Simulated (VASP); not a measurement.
Wanted: the native input for a VASP 6.6.1 run.

```yaml
Task: single point
Functional: PBE
Potentials_or_basis: VASP PAW PBE potentials, release 64 (Sr_sv, Ti_sv, O)
Cutoff: 520 eV
k_mesh: 4 × 4 × 6
Occupations: gaussian, width 0.05 eV
Spin: collinear spin
Starting_moments: "[0.0, 0.0, 1.0, -1.0, 0.0, 0.0, 0.0, 0.0, 0.0, 0.0] μB"
Dipole_correction: no
Further_INCAR_settings: ALGO = Normal; EDIFF = 1e-06; NBANDS = 55
```

The structure of SrTiO3 lies in POSCAR:

```
SrTiO3
1.0
    0.0000000000      3.9364552807      3.9364552807
    0.0000000000     -3.9364552807      3.9364552807
    3.9364552807      0.0000000000      0.0000000000
Sr Ti O
2 2 6
Direct
    0.5000000000      0.0000000000      0.5000000000
    1.0000000000      0.5000000000      0.5000000000
    0.0000000000      0.0000000000      0.0000000000
    0.5000000000      0.5000000000      0.0000000000
    0.0000000000      0.0000000000      0.5000000000
    0.2500000000     -0.2500000000      0.0000000000
    0.2500000000      0.2500000000      0.0000000000
    0.5000000000      0.5000000000      0.5000000000
    0.7500000000      0.2500000000      0.0000000000
    0.7500000000      0.7500000000      0.0000000000
```

One way to write it, as run:

INCAR

```
SYSTEM = SrTiO3
ALGO = Normal
EDIFF = 1E-6
ENCUT = 520
GGA = PE
ISIF = 2
ISMEAR = 0
ISPIN = 2
LASPH = .True.
LCHARG = .True.
LELF = .True.
LMAXMIX = 4
LORBIT = 11
LREAL = .False.
LVHAR = .True.
LWAVE = .False.
MAGMOM = 0 0 1 -1 0 0 0 0 0 0
NBANDS = 55
NELM = 150
PREC = Accurate
SIGMA = 0.05
```

KPOINTS

```
k-points
0
Gamma
  4 4 6
  0 0 0
```

Potentials or basis: VASP PAW PBE potentials, release 64 (Sr_sv, Ti_sv, O).

Command:

```sh
$ cat potpaw_PBE.64/Sr_sv/POTCAR potpaw_PBE.64/Ti_sv/POTCAR potpaw_PBE.64/O/POTCAR > POTCAR
$ mpirun -np 1 vasp_std > vasp.out
```

Results of the run:

```
Pressure                                              : 0.6 GPa
Band gap on the k mesh                                : 1.81 eV
Net moment                                            : 0.00 μB per cell
Valence electrons inside the program's atomic spheres : Sr 7.98; Ti 10.26; O 5.04
```

Run time: 9.7 min on 1 thread of Intel Xeon 8259CL (shared host), peak memory 0.42 GiB.
